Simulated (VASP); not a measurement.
# GaSi (Cmcm) in VASP: notebook, part 2 of 2

VASP 6.6.1.

## Step 3: Single point, PBE

This run uses another cell than the first one, of 17.80 Å³/atom, 1.117 times its volume.

Contents of INCAR:

```
SYSTEM = GaSi
ALGO     = Normal         ! electronic algorithm
EDIFF    = 1E-6           ! SCF threshold, eV
ENCUT    = 520            ! plane-wave cutoff, eV
GGA      = PE             ! functional
ISIF     = 2              ! what is computed and relaxed
ISMEAR   = 0              ! smearing method
LASPH    = .TRUE.         ! aspherical terms in the spheres
LCHARG   = .FALSE.        ! write CHGCAR
LREAL    = .FALSE.        ! projectors in reciprocal space
LWAVE    = .FALSE.        ! write WAVECAR
NBANDS   = 25             ! bands
NELM     = 80             ! most SCF steps
PREC     = Accurate       ! precision mode
SIGMA    = 0.1            ! smearing width, eV
```

Contents of KPOINTS:

```
k-points
0
G
  6 6 6
  0 0 0
```

Contents of POSCAR:

```
GaSi
1.0
    1.8976590300     -5.3291800831      0.0000000000
    1.8976590300      5.3291800831      0.0000000000
    0.0000000000      0.0000000000      3.5206885089
Ga Si
2 2
Direct
    0.8384213096      0.1615786904      0.7500000000
    0.1615786904      0.8384213096      0.2500000000
    0.5800007467      0.4199992533      0.7500000000
    0.4199992533      0.5800007467      0.2500000000
```

Potentials or basis: VASP PAW PBE potentials, release 64 (Ga_d, Si).

Command:

```console
$ cat potpaw_PBE.64/Ga_d/POTCAR potpaw_PBE.64/Si/POTCAR > POTCAR
$ mpirun -np 1 vasp_std > vasp.out
```

OUTCAR:

```text
SYSTEM = GaSi
   EDIFF = 1E-6
   ENCUT = 520
   GGA = PE
   ISIF = 2
   ISMEAR = 0
   LASPH = .TRUE.
   LREAL = .FALSE.
   NELM = 80
   PREC = Accurate

 ion  position               nearest neighbor table
   1  0.838  0.162  0.750-   4 2.73   4 2.73   4 2.73   4 2.73   3 2.75
   2  0.162  0.838  0.250-   3 2.73   3 2.73   3 2.73   3 2.73   4 2.75
   3  0.580  0.420  0.750-   4 2.45   4 2.45   2 2.73   2 2.73   2 2.73   2 2.73   1 2.75
   4  0.420  0.580  0.250-   3 2.45   3 2.45   1 2.73   1 2.73   1 2.73   1 2.73   2 2.75

  LATTYP: Found a base centered orthorhombic cell.
 ALAT       =     3.7953180600
 B/A-ratio  =     2.8082916893
 C/A-ratio  =     0.9276399114

  Lattice vectors:

 A1 = (   1.8976590300,  -5.3291800831,   0.0000000000)
 A2 = (   1.8976590300,   5.3291800831,   0.0000000000)
 A3 = (   0.0000000000,   0.0000000000,   3.5206885089)

Analysis of symmetry for initial positions (statically):
=====================================================================
 Subroutine PRICEL returns:
 Original cell was already a primitive cell.

 Routine SETGRP: Setting up the symmetry group for a
 base centered orthorhombic supercell.

 Subroutine GETGRP returns: Found  8 space group operations
 (whereof  4 operations were pure point group operations)
 out of a pool of  8 trial point group operations.

The static configuration has the point symmetry C_2h.
 The point group associated with its full space group is D_2h.

Analysis of symmetry for dynamics (positions and initial velocities):
=====================================================================
 Subroutine PRICEL returns:
 Original cell was already a primitive cell.

 Routine SETGRP: Setting up the symmetry group for a
 base centered orthorhombic supercell.

 Subroutine GETGRP returns: Found  8 space group operations
 (whereof  4 operations were pure point group operations)
 out of a pool of  8 trial point group operations.

The dynamic configuration has the point symmetry C_2h.
[... 123 lines left out ...]
     AMIX     =   0.40;   BMIX     =  1.00
     AMIX_MAG =   1.60;   BMIX_MAG =  1.00
  volume/ion in A,a.u.               =      17.80       120.14
  Fermi-wavevector in a.u.,A,eV,Ry     =   1.279546  2.417990 22.275959  1.637237
  Thomas-Fermi vector in A             =   2.412025
   LORBIT       =      0    0 simple, 1 ext, 2 COOP (PROOUT), +10 PAW based schemes
   GGA     = PE    functional components
   LHFCALC =     F    Hartree Fock is set to
   AEXX    =    0.0000 exact exchange contribution
   IVDW    =     0    specifies the selected vdW correction
   LEPSILON=     F    determine dielectric tensor
   LRPA    =     F    only Hartree local field effects (RPA)
 non-spin polarized calculation
 Gauss-broadening in eV      SIGMA  =   0.10
  energy-cutoff  :      520.00
  volume of cell :       71.21
 maximum number of plane-waves:      1936
   NGX = 21   NGY = 21   NGZ = 13

 number of electron      34.0000011 magnetization

 Free energy of the ion-electron system (eV)
  ---------------------------------------------------
  ext. energy  EPLUGINS =         0.00000000
  ---------------------------------------------------
  free energy    TOTEN  =       -15.67442797 eV

  energy without entropy =      -15.66435374  energy(sigma->0) =      -15.66939086

 E-fermi :   6.7269     XC(G=0): -10.7491

 val. band max:        6.7141397866   @ k =   0.3333   0.1667   0.3333
 cond. band min:       6.7579023748   @ k =   0.0000   0.0000   0.1667
 fundamental gap:      0.0437625883
 Fermi energy:         6.7268996770

 k-point     1 :       0.0000    0.0000    0.0000
  band No.  band energies     occupation
      1      -8.2094      2.00000
      2      -8.1585      2.00000
      3      -8.1367      2.00000
      4      -8.1338      2.00000
      5      -8.1293      2.00000
      6      -8.1049      2.00000
[... 661 lines left out ...]
     24      13.2773      0.00000
     25      13.5994      0.00000

 [... further k-points ...]

------------------------ aborting loop because EDIFF is reached ----------------------------------------

  FORCE on cell =-STRESS in cart. coord.  units (eV):
  Direction    XX          YY          ZZ          XY          YZ          ZX
  --------------------------------------------------------------------------------------
  -------------------------------------------------------------------------------------
  Total        0.0200674      0.1584375      0.0823494      0.0000000      0.0000000      0.0000000
  in kB        0.4515083      3.5647770      1.8528260      0.0000000      0.0000000      0.0000000
  external PRESSURE =       1.9563704 kB  Pullay stress =       0.0000000 kB

 VOLUME and BASIS-vectors are now :
 -----------------------------------------------------------------------------
  energy-cutoff  :      520.00
  volume of cell :       71.21
      direct lattice vectors                 reciprocal lattice vectors
     1.897659030 -5.329180083  0.000000000     0.263482529 -0.093823063  0.000000000
     1.897659030  5.329180083  0.000000000     0.263482529  0.093823063  0.000000000
     0.000000000  0.000000000  3.520688509     0.000000000  0.000000000  0.284035352

 POSITION                                       TOTAL-FORCE (eV/Angst)
 -----------------------------------------------------------------------------------
      1.89766     -3.60702      2.64052         0.000000      0.002956     -0.000000
      1.89766      3.60702      0.88017         0.000000     -0.002956      0.000000
      1.89766     -0.85268      2.64052         0.000000     -0.005012      0.000000
      1.89766      0.85268      0.88017         0.000000      0.005012     -0.000000
 -----------------------------------------------------------------------------------
    total drift:                                0.000000      0.000000      0.000000

  FREE ENERGIE OF THE ION-ELECTRON SYSTEM (eV)
  ---------------------------------------------------
  free  energy   TOTEN  =       -15.6744279750 eV

  energy  without entropy=      -15.6643537359  energy(sigma->0) =      -15.66939086
```

OSZICAR:

```text
N       E                     dE             d eps       ncg     rms          rms(c)
DAV:   1     0.193494937049E+03    0.19349E+03   -0.15997E+04  2657   0.205E+03
DAV:   2     0.375057608131E+01   -0.18974E+03   -0.18213E+03  2776   0.413E+02
DAV:   3    -0.154555668010E+02   -0.19206E+02   -0.18755E+02  3210   0.106E+02
DAV:   4    -0.159226226925E+02   -0.46706E+00   -0.46441E+00  3068   0.168E+01
DAV:   5    -0.159351454464E+02   -0.12523E-01   -0.12513E-01  3450   0.269E+00    0.404E+00
DAV:   6    -0.156997719164E+02    0.23537E+00   -0.39292E-01  3655   0.796E+00    0.224E+00
DAV:   7    -0.156768444294E+02    0.22927E-01   -0.11437E-01  3432   0.178E+00    0.758E-01
DAV:   8    -0.156745284385E+02    0.23160E-02   -0.14681E-02  3163   0.119E+00    0.177E-01
DAV:   9    -0.156744437910E+02    0.84648E-04   -0.20011E-03  3377   0.470E-01    0.116E-01
DAV:  10    -0.156744232582E+02    0.20533E-04   -0.19285E-04  3228   0.119E-01    0.676E-02
DAV:  11    -0.156744359652E+02   -0.12707E-04   -0.89536E-05  3569   0.950E-02    0.246E-02
DAV:  12    -0.156744277368E+02    0.82283E-05   -0.26735E-05  3229   0.469E-02    0.856E-03
DAV:  13    -0.156744279750E+02   -0.23813E-06   -0.27141E-06  2677   0.865E-03
   1 F= -.15674428E+02 E0= -.15669391E+02  d E =-.100742E-01
```

It took 2.3 min on 1 thread of AMD EPYC 7R43 (Zen 3), shared host; peak memory 0.21 GiB.

Results:

```yaml
Free_energy: -15.6744 eV
Pressure: 0.2 GPa
Largest_force: 0.005 eV/Å
Band_gap_on_the_k_mesh: zero (band 17 reaches 8.47 eV, above the bottom of band 18 at 3.57 eV)
```

Forces in eV/Å, atoms in the order of the input:
```
Ga   0.000  0.003  0.000
Ga   0.000 -0.003  0.000
Si   0.000 -0.005  0.000
Si   0.000  0.005  0.000
```

Levels at points of the mesh, in eV from the Fermi level:
| k point | band 15 | band 16 | band 17 | band 18 | band 19 | band 20 |
| --- | --- | --- | --- | --- | --- | --- |
| (0.00, 0.00, 0.00) | -1.55 | -0.93 | -0.63 | 0.32 | 2.22 | 2.95 |
| (0.50, 0.00, 0.00) | -1.91 | -0.50 | -0.16 | 2.64 | 2.93 | 4.20 |
| (0.50, 0.50, 0.00) | -0.97 | -0.58 | -0.30 | 0.78 | 1.22 | 1.58 |
| (0.00, 0.00, 0.50) | -3.66 | -3.66 | 1.19 | 1.19 | 2.66 | 2.66 |
| (0.50, 0.00, 0.50) | -3.49 | -3.49 | -3.16 | -3.16 | 1.16 | 1.16 |
| (0.50, 0.50, 0.50) | 0.54 | 0.54 | 0.71 | 0.71 | 2.58 | 2.58 |

## Step 4: Relaxation of cell and atoms, PBE

Contents of INCAR:

```
SYSTEM = GaSi
  PREC = Accurate
  ENCUT = 600
  EDIFF = 1E-6
  ISMEAR = 0
  SIGMA = 0.1
  LREAL = .FALSE.
  LASPH = .TRUE.
  NELM = 60
  ALGO = Normal
  ISIF = 3
  LWAVE = .FALSE.
  LCHARG = .FALSE.
  GGA = PE
  IBRION = 2
  NSW = 90
  EDIFFG = -0.04
```

Contents of KPOINTS:

```
regular mesh
0
G
  6 6 6
  0 0 0
```

Contents of POSCAR:

```
GaSi
1.0
    1.8254050460     -4.8163558814      0.0000000000
    1.8254050460      4.8163558814      0.0000000000
    0.0000000000      0.0000000000      3.6261424562
Ga Si
2 2
Direct
    0.8540000000      0.1460000000      0.7500000000
    0.1460000000      0.8540000000      0.2500000000
    0.5500000000      0.4500000000      0.7500000000
    0.4500000000      0.5500000000      0.2500000000
```

Command:

```console
$ cat potpaw_PBE.64/Ga_d/POTCAR potpaw_PBE.64/Si/POTCAR > POTCAR
$ mpirun -np 1 vasp_std > vasp.out
```

It took 45 min on 1 thread of AMD EPYC 7R43 (Zen 3), shared host; peak memory 0.24 GiB.

The run converged. Its results:

* Free energy: -15.6732 eV
* Relaxed volume: 17.82 Å³/atom
* Relaxed cell: a = 5.669 Å, b = 5.669 Å, c = 3.519 Å, α = 90.00°, β = 90.00°, γ = 140.94°
* Space group after relaxing (to 0.05 Å): Cmcm (No. 63)
* Energy gained by relaxing: 470.0 meV/atom
* Ionic steps: 41
* Pressure after relaxing: 0.1 GPa
* Largest force after relaxing: 0.019 eV/Å
* Band gap on the k mesh: zero (band 17 reaches 8.48 eV, above the bottom of band 18 at 3.56 eV)

Forces in eV/Å, atoms in the order of the input:
```
Ga   0.000 -0.019  0.000
Ga   0.000  0.019  0.000
Si   0.000  0.007  0.000
Si   0.000 -0.007  0.000
```

Stress tensor (GPa, compression positive):
```
0.00 0.00 0.00
0.00 0.00 0.00
0.00 0.00 0.18
```

Step by step:
| step | energy change (eV) | largest force (eV/Å) | pressure (GPa) | volume (Å³) |
| --- | --- | --- | --- | --- |
| 1 | 0.0000 | 4.9419 | 22.13 | 63.76 |
| 3 | -1.5747 | 0.6623 | -1.98 | 76.78 |
| 5 | -1.6547 | 0.4613 | -1.26 | 74.73 |
| 7 | -1.6973 | 0.1647 | 0.49 | 71.55 |
| 9 | -1.7055 | 0.1352 | 0.06 | 72.00 |
| 11 | -1.7224 | 0.4290 | -2.44 | 74.39 |
| 13 | -1.7292 | 0.2964 | -1.75 | 73.65 |
| 15 | -1.7457 | 0.3416 | -1.83 | 73.70 |
| 17 | -1.7674 | 0.4357 | -1.57 | 73.34 |
| 19 | -1.7911 | 0.1906 | 1.78 | 69.89 |
| 21 | -1.7996 | 0.1285 | 0.48 | 71.17 |
| 23 | -1.8075 | 0.1353 | -0.64 | 72.90 |
| 25 | -1.8144 | 0.1210 | 0.14 | 72.32 |
| 27 | -1.8169 | 0.0721 | -0.05 | 72.33 |
| 29 | -1.8204 | 0.2371 | 0.20 | 71.33 |
| 31 | -1.8236 | 0.1349 | 0.03 | 71.61 |
| 33 | -1.8626 | 0.1668 | 0.16 | 71.18 |
| 35 | -1.8704 | 0.2080 | -0.03 | 70.94 |
| 37 | -1.8752 | 0.1280 | 0.02 | 70.81 |
| 39 | -1.8794 | 0.0264 | 0.37 | 70.86 |
| 41 | -1.8801 | 0.0187 | 0.06 | 71.27 |

Final structure:
```
Ga Si
1.0
     1.89506   -5.34324    0.00000
     1.89506    5.34324    0.00000
     0.00000    0.00000    3.51908
Ga Si
2 2
Direct
  0.83785 0.16215 0.75000
  0.16215 0.83785 0.25000
  0.57989 0.42011 0.75000
  0.42011 0.57989 0.25000
```

Levels at points of the mesh, in eV from the Fermi level:
| k point | band 13 | band 14 | band 15 | band 16 | band 17 | band 18 | band 19 | band 20 | band 21 |
| --- | --- | --- | --- | --- | --- | --- | --- | --- | --- |
| (0.00, 0.00, 0.00) | -6.55 | -1.53 | -1.51 | -0.89 | -0.61 | 0.37 | 2.25 | 2.95 | 4.52 |
| (0.50, 0.00, 0.00) | -6.54 | -6.34 | -1.93 | -0.51 | -0.13 | 2.68 | 2.96 | 4.21 | 4.49 |
| (0.50, 0.50, 0.00) | -2.39 | -2.11 | -0.94 | -0.57 | -0.35 | 0.79 | 1.25 | 1.60 | 3.55 |
| (0.00, 0.00, 0.50) | -4.48 | -4.48 | -3.67 | -3.67 | 1.23 | 1.23 | 2.69 | 2.69 | 3.25 |
| (0.50, 0.00, 0.50) | -5.44 | -5.44 | -3.48 | -3.48 | -3.15 | -3.15 | 1.15 | 1.15 | 2.60 |
| (0.50, 0.50, 0.50) | -7.33 | -7.33 | 0.58 | 0.58 | 0.70 | 0.70 | 2.55 | 2.55 | 3.39 |

## Step 5: Single point, PBE

This run uses another cell than the first one, of 17.75 Å³/atom, 1.113 times its volume.

Contents of INCAR:

```
SYSTEM = GaSi
  PREC = Accurate
  ENCUT = 520
  EDIFF = 1E-6
  ISMEAR = 0
  SIGMA = 0.1
  LREAL = .FALSE.
  LASPH = .TRUE.
  NELM = 80
  ALGO = Normal
  ISIF = 2
  LWAVE = .FALSE.
  LCHARG = .TRUE.
  GGA = PE
  LELF = .TRUE.
  LVHAR = .TRUE.
  NBANDS = 25
```

Contents of KPOINTS:

```
Automatic mesh
0
G
  14 14 14
  0 0 0
```

Contents of POSCAR:

```
GaSi
1.0
    1.9197439944     -5.1811522939      0.0000000000
    1.9197439944      5.1811522939      0.0000000000
    0.0000000000      0.0000000000      3.5681447070
Ga Si
2 2
Direct
    0.8413132547      0.1586867453      0.2500000000
    0.1586867453      0.8413132547      0.7500000000
    0.5817484791      0.4182515209      0.2500000000
    0.4182515209      0.5817484791      0.7500000000
```

Command:

```console
$ cat potpaw_PBE.64/Ga_d/POTCAR potpaw_PBE.64/Si/POTCAR > POTCAR
$ mpirun -np 1 vasp_std > vasp.out
```

Run time: 18 min. Hardware: 1 thread of AMD EPYC 7R43 (Zen 3), shared host; peak memory 0.7 GiB.

The run converged. Its results:

- Free energy: -15.7270 eV
- Pressure: 0.1 GPa
- Largest force: 0.008 eV/Å
- Band gap on the k mesh: zero (band 17 reaches 8.89 eV, above the bottom of band 18 at 3.65 eV)

Forces on the atoms (eV/Å):
```
Ga   0.000 -0.001  0.000
Ga   0.000  0.001  0.000
Si   0.000  0.008  0.000
Si   0.000 -0.008  0.000
```

Levels at points of the mesh, in eV from the Fermi level:
```tsv
k point	band 13	band 14	band 15	band 16	band 17	band 18	band 19	band 20	band 21	band 22
(0.00, 0.00, 0.00)	-6.38	-1.88	-1.75	-1.39	-0.78	-0.02	1.92	2.88	4.46	5.03
(0.50, 0.00, 0.00)	-6.48	-6.36	-1.66	-0.46	-0.22	2.21	2.56	3.84	4.27	4.41
(0.50, 0.50, 0.00)	-2.69	-2.14	-1.24	-0.69	0.16	0.55	0.95	1.58	3.44	4.17
(0.00, 0.00, 0.50)	-4.32	-4.32	-3.59	-3.59	0.94	0.94	2.41	2.41	2.85	2.85
(0.50, 0.00, 0.50)	-5.66	-5.66	-3.56	-3.56	-3.16	-3.16	1.34	1.34	2.87	2.87
(0.50, 0.50, 0.50)	-7.41	-7.41	0.22	0.22	0.81	0.81	2.73	2.73	3.47	3.47
```

## Step 6: Overview

```tsv
task	cell	k mesh	cutoff (eV)	gap on the mesh (eV)	pressure (GPa)	largest force (eV/Å)
single point	a = 5.151, b = 5.151, c = 3.626 Å, angles 90.0, 90.0, 138.5°, 4 atoms	6 × 6 × 6	520	none	22.1	4.94
single point	a = 5.657, b = 5.657, c = 3.521 Å, angles 90.0, 90.0, 140.8°, 4 atoms	6 × 6 × 6	520	none	0.2	0.01
relaxation of cell and atoms	relaxed from a = 5.151, b = 5.151, c = 3.626 Å, angles 90.0, 90.0, 138.5°, 4 atoms	6 × 6 × 6	600	none	0.1	0.02
single point	a = 5.525, b = 5.525, c = 3.568 Å, angles 90.0, 90.0, 139.3°, 4 atoms	14 × 14 × 14	520	none	0.1	0.01
```

Alike in all rows: level PBE; potentials or basis VASP PAW PBE potentials, release 64 (Ga_d, Si); no spin polarisation; smearing gaussian 0.1 eV.

Caveats: forces of over 1 eV/Å act on the atoms, so gaps and moduli don't describe the material at rest (some runs).

Absolute energies hang on the potentials; compare differences alone.
